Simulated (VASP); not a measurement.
# Zr2O (P4_2/nmc) in VASP: further runs

Runs on Zr2O. Level: r2SCAN. Tasks: single point.

All numbers are computed with VASP 6.6.1; they aren't measurements. Logs are shortened: lines on timing, memory, paths and dates and some standing lists are left out, and cuts for length are marked.

## (1) The cell of the first run

Symmetry: P4_2/nmc, No. 137, tetragonal system. Conventional cell: a = 4.103 Å, b = 4.103 Å, c = 5.907 Å, α = 90.00°, β = 90.00°, γ = 90.00°. Within 3.1 Å of Zr (site symmetry 2mm) lie 4 O at 2.38 to 2.70 Å and 6 Zr at 2.95 Å. Within 3.1 Å of O (site symmetry -4m2) lie 8 Zr at 2.38 to 2.70 Å.

## (2) Single point, r2SCAN

The input, POSCAR:

```
Zr2O
1.0
    4.1034677681      0.0000000000      0.0000000000
    0.0000000000      4.1034677681      0.0000000000
    0.0000000000      0.0000000000      5.9074143198
Zr O
4 2
Direct
    0.0000000000      0.5000000000      0.2030000000
    0.0000000000      0.5000000000      0.7030000000
    0.5000000000      0.0000000000      0.2970000000
    0.5000000000      0.0000000000      0.7970000000
    0.0000000000      0.0000000000      0.0000000000
    0.5000000000      0.5000000000      0.5000000000
```

The input, INCAR.step1:

```
SYSTEM = Zr2O
PREC = Accurate
ENCUT = 520
ISMEAR = 0
SIGMA = 0.1
LREAL = .False.
LASPH = .True.
NELM = 100
NBANDS = 39
GGA = PE
ALGO = Normal
EDIFF = 1E-4
LWAVE = .True.
LCHARG = .False.
```

The input, INCAR.step2:

```
SYSTEM = Zr2O
PREC = Accurate
ENCUT = 520
EDIFF = 1E-6
ISMEAR = 0
SIGMA = 0.1
LREAL = .False.
LASPH = .True.
NELM = 100
ALGO = Normal
ISIF = 2
LWAVE = .False.
LCHARG = .False.
METAGGA = R2SCAN
LMIXTAU = .True.
NBANDS = 39
ISTART = 1
```

The input, KPOINTS:

```
Automatic mesh
0
Gamma
  4 4 4
  0 0 0
```

Potentials or basis: VASP PAW PBE potentials, release 64 (Zr_sv, O).

Launch:

```
> cat potpaw_PBE.64/Zr_sv/POTCAR potpaw_PBE.64/O/POTCAR > POTCAR
> cp INCAR.step1 INCAR
> mpirun -np 1 vasp_std > vasp.out
> cp INCAR.step2 INCAR
> mpirun -np 1 vasp_std > vasp.out
```

OUTCAR:

```text
SYSTEM = Zr2O
   PREC = Accurate
   ENCUT = 520
   EDIFF = 1E-6
   ISMEAR = 0
   LREAL = .False.
   LASPH = .True.
   NELM = 100
   ISIF = 2
   METAGGA = R2SCAN
   ISTART = 1

 ion  position               nearest neighbor table
   1  0.000  0.500  0.203-   5 2.38   5 2.38   6 2.70   6 2.70   2 2.95   2 2.95   3 2.95   3 2.95
                             3 2.95   3 2.95   4 3.76   4 3.76   4 3.76   4 3.76
   2  0.000  0.500  0.703-   6 2.38   6 2.38   5 2.70   5 2.70   1 2.95   1 2.95   4 2.95   4 2.95
                             4 2.95   4 2.95   3 3.76   3 3.76   3 3.76   3 3.76
   3  0.500  0.000  0.297-   6 2.38   6 2.38   5 2.70   5 2.70   4 2.95   4 2.95   1 2.95   1 2.95
                             1 2.95   1 2.95   2 3.76   2 3.76   2 3.76   2 3.76
   4  0.500  0.000  0.797-   5 2.38   5 2.38   6 2.70   6 2.70   3 2.95   3 2.95   2 2.95   2 2.95
                             2 2.95   2 2.95   1 3.76   1 3.76   1 3.76   1 3.76
   5  0.000  0.000  0.000-   1 2.38   4 2.38   1 2.38   4 2.38   3 2.70   2 2.70   3 2.70   2 2.70

   6  0.500  0.500  0.500-   2 2.38   3 2.38   3 2.38   2 2.38   1 2.70   4 2.70   1 2.70   4 2.70

  LATTYP: Found a simple tetragonal cell.
 ALAT       =     4.1034677681
 C/A-ratio  =     1.4396151386

  Lattice vectors:

 A1 = (   4.1034677681,   0.0000000000,   0.0000000000)
 A2 = (   0.0000000000,   4.1034677681,   0.0000000000)
 A3 = (   0.0000000000,   0.0000000000,   5.9074143198)

Analysis of symmetry for initial positions (statically):
=====================================================================
 Subroutine PRICEL returns:
 Original cell was already a primitive cell.

 Routine SETGRP: Setting up the symmetry group for a
 simple tetragonal supercell.

 Subroutine GETGRP returns: Found 16 space group operations
 (whereof  8 operations were pure point group operations)
 out of a pool of 16 trial point group operations.

The static configuration has the point symmetry D_2d.
 The point group associated with its full space group is D_4h.

Analysis of symmetry for dynamics (positions and initial velocities):
=====================================================================
 Subroutine PRICEL returns:
 Original cell was already a primitive cell.

 Routine SETGRP: Setting up the symmetry group for a
 simple tetragonal supercell.

 Subroutine GETGRP returns: Found 16 space group operations
 (whereof  8 operations were pure point group operations)
 out of a pool of 16 trial point group operations.

The dynamic configuration has the point symmetry D_2d.
[... 103 lines left out ...]
   EDIFFG = 0.1E-04   stopping-criterion for IOM
   NSW    =      0    number of steps for IOM
   IBRION =     -1    ionic relax: 0-MD 1-quasi-New 2-CG
   NFREE  =      0    steps in history (QN), initial steepest desc. (CG)
   ISIF   =      2    stress and relaxation
   ISYM   =      2    0-nonsym 1-usesym 2-fastsym
   POTIM  = 0.5000    time-step for ionic-motion
   TEBEG  =    0.0;   TEEND  =   0.0 temperature during run
   PSTRESS=    0.0 pullay stress
   NELECT =      60.0000    total number of electrons
   NUPDOWN=      -1.0000    fix difference up-down
   EMIN   =  10.00;   EMAX   =-10.00  energy-range for DOS
   EFERMI =   0.00;   METHOD = LEGACY
   ISMEAR =     0;   SIGMA  =   0.10  broadening in eV -4-tet -1-fermi 0-gaus
   EFERMI_NEDOS =   21; number of points for ismear=-14 and -15
   IALGO  =     38    algorithm
   IMIX   =      4    mixing-type and parameters
     AMIX     =   0.40;   BMIX     =  1.00
     AMIX_MAG =   1.60;   BMIX_MAG =  1.00
  volume/ion in A,a.u.               =      16.58       111.88
  Fermi-wavevector in a.u.,A,eV,Ry     =   1.383223  2.613912 26.032093  1.913305
  Thomas-Fermi vector in A             =   2.507841
   LORBIT       =      0    0 simple, 1 ext, 2 COOP (PROOUT), +10 PAW based schemes
   METAGGA = R2SCAN    functional components
   LHFCALC =     F    Hartree Fock is set to
   AEXX    =    0.0000 exact exchange contribution
   IVDW    =     0    specifies the selected vdW correction
   LEPSILON=     F    determine dielectric tensor
   LRPA    =     F    only Hartree local field effects (RPA)
 non-spin polarized calculation
 Gauss-broadening in eV      SIGMA  =   0.10
  energy-cutoff  :      520.00
  volume of cell :       99.47
 maximum number of plane-waves:      2696
 NGX is ok and might be reduce to    32
   NGX = 15   NGY = 15   NGZ = 21

 number of electron      60.0000006 magnetization

 Free energy of the ion-electron system (eV)
  ---------------------------------------------------
  ext. energy  EPLUGINS =         0.00000000
  ---------------------------------------------------
  free energy    TOTEN  =      -108.68606216 eV

  energy without entropy =     -108.67068231  energy(sigma->0) =     -108.67837224

 E-fermi :   9.9317     XC(G=0): -12.2742

 val. band max:        9.8212238769   @ k =   0.5000   0.2500   0.5000
 cond. band min:       9.9549978498   @ k =   0.2500   0.2500   0.2500
 fundamental gap:      0.1337739729
 Fermi energy:         9.9316672810

 k-point     1 :       0.0000    0.0000    0.0000
  band No.  band energies     occupation
      1     -40.9790      2.00000
      2     -40.8333      2.00000
      3     -40.7051      2.00000
      4     -40.5892      2.00000
      5     -19.0415      2.00000
      6     -18.7614      2.00000
[... 745 lines left out ...]
     38      12.4561      0.00000
     39      12.7682      0.00000

------------------------ aborting loop because EDIFF is reached ----------------------------------------

  FORCE on cell =-STRESS in cart. coord.  units (eV):
  Direction    XX          YY          ZZ          XY          YZ          ZX
  --------------------------------------------------------------------------------------
  -------------------------------------------------------------------------------------
  Total       -3.4986967     -3.4986967     -4.8941471      0.0000000      0.0000000      0.0000000
  in kB      -56.3530451    -56.3530451    -78.8293814      0.0000000      0.0000000      0.0000000
  external PRESSURE =     -63.8451572 kB  Pullay stress =       0.0000000 kB

 VOLUME and BASIS-vectors are now :
 -----------------------------------------------------------------------------
  energy-cutoff  :      520.00
  volume of cell :       99.47
      direct lattice vectors                 reciprocal lattice vectors
     4.103467768  0.000000000  0.000000000     0.243696321  0.000000000  0.000000000
     0.000000000  4.103467768  0.000000000     0.000000000  0.243696321  0.000000000
     0.000000000  0.000000000  5.907414320     0.000000000  0.000000000  0.169278799

 POSITION                                       TOTAL-FORCE (eV/Angst)
 -----------------------------------------------------------------------------------
      0.00000      2.05173      1.19921        -0.000000      0.000000     -0.742282
      0.00000      2.05173      4.15291        -0.000000     -0.000000     -0.742282
      2.05173      0.00000      1.75450         0.000000     -0.000000      0.742282
      2.05173      0.00000      4.70821         0.000000     -0.000000      0.742282
      0.00000      0.00000      0.00000        -0.000000      0.000000      0.000000
      2.05173      2.05173      2.95371         0.000000     -0.000000      0.000000
 -----------------------------------------------------------------------------------
    total drift:                                0.000000      0.000000      0.000000

  FREE ENERGIE OF THE ION-ELECTRON SYSTEM (eV)
  ---------------------------------------------------
  free  energy   TOTEN  =      -108.6860621617 eV

  energy  without entropy=     -108.6706823123  energy(sigma->0) =     -108.67837224
```

It took 2.8 min on 1 thread of Intel Xeon Platinum 8488C (Sapphire Rapids), shared host; peak memory 0.25 GiB.

Results:

```
Free energy            : -108.6861 eV
Pressure               : -6.4 GPa
Largest force          : 0.742 eV/Å
Band gap on the k mesh : zero (bands 30 and 31 overlap by 0.09 eV)
```

Forces on the atoms (eV/Å):
```
Zr   0.000  0.000 -0.742
Zr   0.000  0.000 -0.742
Zr   0.000  0.000  0.742
Zr   0.000  0.000  0.742
O    0.000  0.000  0.000
O    0.000  0.000  0.000
```

Stress tensor (GPa, compression positive):
```
-5.64  0.00  0.00
 0.00 -5.64  0.00
 0.00  0.00 -7.88
```

Caveat: the k points lie up to 0.38 Å⁻¹ apart; the PAW data sets were made with another functional, which shifts forces and pressure a little.

## (3) Single point, r2SCAN

This run uses another cell than the first one, of 18.87 Å³/atom.

The input, POSCAR:

```
Zr2O
1.0
    3.3392901555      0.0000000000      0.0000000000
    0.0000000000      3.3392901555      0.0000000000
    0.0000000000      0.0000000000     10.1535783982
Zr O
4 2
Direct
    0.0000000000      0.5000000000      0.1249387378
    0.0000000000      0.5000000000      0.6249387378
    0.5000000000      0.0000000000      0.3750612622
    0.5000000000      0.0000000000      0.8750612622
    0.0000000000      0.0000000000      0.0000000000
    0.5000000000      0.5000000000      0.5000000000
```

The input, INCAR.step1:

```
  PREC = Accurate
  ENCUT = 520
  ISMEAR = 0
  SIGMA = 0.1
  LREAL = F
  LASPH = T
  NELM = 100
  NBANDS = 39
  GGA = PE
  ALGO = Normal
  EDIFF = 1E-4
  LWAVE = T
  LCHARG = F
```

The input, INCAR.step2:

```
  PREC = Accurate
  ENCUT = 520
  EDIFF = 1E-6
  ISMEAR = 0
  SIGMA = 0.1
  LREAL = F
  LASPH = T
  NELM = 100
  ALGO = Normal
  ISIF = 2
  LWAVE = F
  LCHARG = F
  METAGGA = R2SCAN
  LMIXTAU = T
  NBANDS = 39
  ISTART = 1
```

The input, KPOINTS:

```
regular mesh
0
Gamma
  4 4 4
```

Potentials or basis: VASP PAW PBE potentials, release 64 (Zr_sv, O).

Launch:

```
> cat potpaw_PBE.64/Zr_sv/POTCAR potpaw_PBE.64/O/POTCAR > POTCAR
> cp INCAR.step1 INCAR
> mpirun -np 1 vasp_std > vasp.out
> cp INCAR.step2 INCAR
> mpirun -np 1 vasp_std > vasp.out
```

OUTCAR:

```text
PREC = Accurate
   ENCUT = 520
   EDIFF = 1E-6
   ISMEAR = 0
   LREAL = F
   LASPH = T
   NELM = 100
   ISIF = 2
   METAGGA = R2SCAN
   ISTART = 1

 ion  position               nearest neighbor table
   1  0.000  0.500  0.125-   5 2.10   5 2.10   4 3.47   4 3.47   4 3.47   4 3.47   3 3.47   3 3.47
                             3 3.47   3 3.47
   2  0.000  0.500  0.625-   6 2.10   6 2.10   3 3.47   3 3.47   3 3.47   3 3.47   4 3.47   4 3.47
                             4 3.47   4 3.47
   3  0.500  0.000  0.375-   6 2.10   6 2.10   2 3.47   2 3.47   2 3.47   2 3.47   1 3.47   1 3.47
                             1 3.47   1 3.47
   4  0.500  0.000  0.875-   5 2.10   5 2.10   1 3.47   1 3.47   1 3.47   1 3.47   2 3.47   2 3.47
                             2 3.47   2 3.47
   5  0.000  0.000  0.000-   1 2.10   4 2.10   1 2.10   4 2.10
   6  0.500  0.500  0.500-   2 2.10   3 2.10   3 2.10   2 2.10

  LATTYP: Found a simple tetragonal cell.
 ALAT       =     3.3392901555
 C/A-ratio  =     3.0406397544

  Lattice vectors:

 A1 = (   3.3392901555,   0.0000000000,   0.0000000000)
 A2 = (   0.0000000000,   3.3392901555,   0.0000000000)
 A3 = (   0.0000000000,   0.0000000000,  10.1535783982)

Analysis of symmetry for initial positions (statically):
=====================================================================
 Subroutine PRICEL returns:
 Original cell was already a primitive cell.

 Routine SETGRP: Setting up the symmetry group for a
 simple tetragonal supercell.

 Subroutine GETGRP returns: Found 16 space group operations
 (whereof  8 operations were pure point group operations)
 out of a pool of 16 trial point group operations.

The static configuration has the point symmetry D_2d.
 The point group associated with its full space group is D_4h.

Analysis of symmetry for dynamics (positions and initial velocities):
=====================================================================
 Subroutine PRICEL returns:
 Original cell was already a primitive cell.

 Routine SETGRP: Setting up the symmetry group for a
 simple tetragonal supercell.

[... 129 lines left out ...]
  Thomas-Fermi vector in A             =   2.454305
   LORBIT       =      0    0 simple, 1 ext, 2 COOP (PROOUT), +10 PAW based schemes
   METAGGA = R2SCAN    functional components
   LHFCALC =     F    Hartree Fock is set to
   AEXX    =    0.0000 exact exchange contribution
   IVDW    =     0    specifies the selected vdW correction
   LEPSILON=     F    determine dielectric tensor
   LRPA    =     F    only Hartree local field effects (RPA)
 non-spin polarized calculation
 Gauss-broadening in eV      SIGMA  =   0.10
  energy-cutoff  :      520.00
  volume of cell :      113.22
 maximum number of plane-waves:      3072
 NGX is ok and might be reduce to    28
   NGX = 13   NGY = 13   NGZ = 37

 number of electron      60.0000006 magnetization

 Free energy of the ion-electron system (eV)
  ---------------------------------------------------
  ext. energy  EPLUGINS =         0.00000000
  ---------------------------------------------------
  free energy    TOTEN  =      -113.46717684 eV

  energy without entropy =     -113.42485941  energy(sigma->0) =     -113.44601812

 E-fermi :   8.0861     XC(G=0): -11.6132

 val. band max:        8.0703726539   @ k =   0.5000   0.0000   0.2500
 cond. band min:       8.1063551111   @ k =   0.2500   0.2500   0.0000
 fundamental gap:      0.0359824572
 Fermi energy:         8.0860793446

 k-point     1 :       0.0000    0.0000    0.0000
  band No.  band energies     occupation
      1     -42.8089      2.00000
      2     -42.7725      2.00000
      3     -42.7556      2.00000
      4     -42.7189      2.00000
      5     -20.7492      2.00000
      6     -20.5499      2.00000
[... 745 lines left out ...]
     38      11.6264      0.00000
     39      12.6571      0.00000

------------------------ aborting loop because EDIFF is reached ----------------------------------------

  FORCE on cell =-STRESS in cart. coord.  units (eV):
  Direction    XX          YY          ZZ          XY          YZ          ZX
  --------------------------------------------------------------------------------------
  -------------------------------------------------------------------------------------
  Total        0.0663926      0.0663926      0.1286042      0.0000000     -0.0000000     -0.0000000
  in kB        0.9395131      0.9395131      1.8198614      0.0000000     -0.0000000     -0.0000000
  external PRESSURE =       1.2329626 kB  Pullay stress =       0.0000000 kB

 VOLUME and BASIS-vectors are now :
 -----------------------------------------------------------------------------
  energy-cutoff  :      520.00
  volume of cell :      113.22
      direct lattice vectors                 reciprocal lattice vectors
     3.339290156  0.000000000  0.000000000     0.299464842  0.000000000  0.000000000
     0.000000000  3.339290156  0.000000000     0.000000000  0.299464842  0.000000000
     0.000000000  0.000000000 10.153578398     0.000000000  0.000000000  0.098487446

 POSITION                                       TOTAL-FORCE (eV/Angst)
 -----------------------------------------------------------------------------------
      0.00000      1.66965      1.26858         0.000000      0.000000      0.031415
      0.00000      1.66965      6.34536         0.000000      0.000000      0.031415
      1.66965      0.00000      3.80821        -0.000000      0.000000     -0.031415
      1.66965      0.00000      8.88500        -0.000000      0.000000     -0.031415
      0.00000      0.00000      0.00000         0.000000     -0.000000      0.000000
      1.66965      1.66965      5.07679        -0.000000      0.000000      0.000000
 -----------------------------------------------------------------------------------
    total drift:                               -0.000000     -0.000000     -0.000000

  FREE ENERGIE OF THE ION-ELECTRON SYSTEM (eV)
  ---------------------------------------------------
  free  energy   TOTEN  =      -113.4671768396 eV

  energy  without entropy=     -113.4248594052  energy(sigma->0) =     -113.44601812
```

OUTCAR.step1:

```text
PREC = Accurate
   ENCUT = 520
   ISMEAR = 0
   LREAL = F
[... 991 lines left out ...]
      1.66965      0.00000      3.80821        -0.000000     -0.000000     -0.388318
      1.66965      0.00000      8.88500         0.000000     -0.000000     -0.388318
      0.00000      0.00000      0.00000        -0.000000     -0.000000      0.000000
      1.66965      1.66965      5.07679        -0.000000      0.000000      0.000000
 -----------------------------------------------------------------------------------
    total drift:                               -0.000000     -0.000000     -0.000000

  FREE ENERGIE OF THE ION-ELECTRON SYSTEM (eV)
  ---------------------------------------------------
  free  energy   TOTEN  =       -53.5550755242 eV

  energy  without entropy=      -53.5069513792  energy(sigma->0) =      -53.53101345
```

OSZICAR.step1:

```text
N       E                     dE             d eps       ncg     rms          rms(c)
DAV:   1     0.608671575367E+03    0.60867E+03   -0.32101E+04  1404   0.153E+03
DAV:   2    -0.544921279854E+01   -0.61412E+03   -0.59820E+03  1626   0.445E+02
DAV:   3    -0.563597795110E+02   -0.50911E+02   -0.50122E+02  2153   0.106E+02
DAV:   4    -0.599518759480E+02   -0.35921E+01   -0.35840E+01  2096   0.244E+01
DAV:   5    -0.601058814875E+02   -0.15401E+00   -0.15398E+00  1931   0.420E+00    0.298E+01
DAV:   6    -0.538097048775E+02    0.62962E+01   -0.37350E+01  1773   0.300E+01    0.129E+01
DAV:   7    -0.535648878323E+02    0.24482E+00   -0.44744E+00  1707   0.994E+00    0.644E+00
DAV:   8    -0.535522176884E+02    0.12670E-01   -0.57534E-01  1871   0.387E+00    0.109E+00
DAV:   9    -0.535542020715E+02   -0.19844E-02   -0.45176E-02  1865   0.126E+00    0.599E-01
DAV:  10    -0.535552699068E+02   -0.10678E-02   -0.70428E-03  1687   0.635E-01    0.116E-01
DAV:  11    -0.535550720165E+02    0.19789E-03   -0.85199E-04  1688   0.198E-01    0.303E-02
DAV:  12    -0.535550755242E+02   -0.35077E-05   -0.36162E-05  1067   0.409E-02
   1 F= -.53555076E+02 E0= -.53531013E+02  d E =-.481241E-01
```

Run time: 3.9 min. Hardware: 1 thread of Intel Xeon Platinum 8488C (Sapphire Rapids), shared host; peak memory 0.27 GiB.

Results:

```yaml
Free_energy: -113.4672 eV
Pressure: 0.1 GPa
Largest_force: 0.031 eV/Å
Band_gap_on_the_k_mesh: zero (bands 30 and 31 overlap by 0.34 eV)
```

Forces on the atoms (eV/Å):
```
Zr   0.000  0.000  0.031
Zr   0.000  0.000  0.031
Zr   0.000  0.000 -0.031
Zr   0.000  0.000 -0.031
O    0.000  0.000  0.000
O    0.000  0.000  0.000
```

Levels at points of the mesh, in eV from the Fermi level:
| k point | band 27 | band 28 | band 29 | band 30 | band 31 | band 32 | band 33 | band 34 |
| --- | --- | --- | --- | --- | --- | --- | --- | --- |
| (0.00, 0.00, 0.00) | -2.69 | -1.90 | -0.37 | -0.13 | 0.55 | 2.13 | 2.13 | 2.22 |
| (0.50, 0.00, 0.00) | -1.15 | -1.15 | 0.06 | 0.06 | 1.42 | 1.42 | 1.86 | 1.86 |
| (0.50, 0.50, 0.00) | -0.67 | -0.67 | -0.42 | -0.42 | -0.28 | -0.28 | 1.09 | 1.09 |
| (0.00, 0.00, 0.50) | -2.01 | -2.01 | -0.42 | -0.42 | 1.35 | 1.35 | 2.19 | 2.19 |
| (0.50, 0.00, 0.50) | -1.05 | -1.05 | -0.09 | -0.09 | 1.30 | 1.30 | 1.87 | 1.87 |
| (0.50, 0.50, 0.50) | -0.54 | -0.54 | -0.54 | -0.54 | -0.27 | -0.27 | 1.07 | 1.07 |

Caveat: the k points lie up to 0.47 Å⁻¹ apart; the PAW data sets were made with another functional, which shifts forces and pressure a little.

(Part 1 of 2 ends here.)
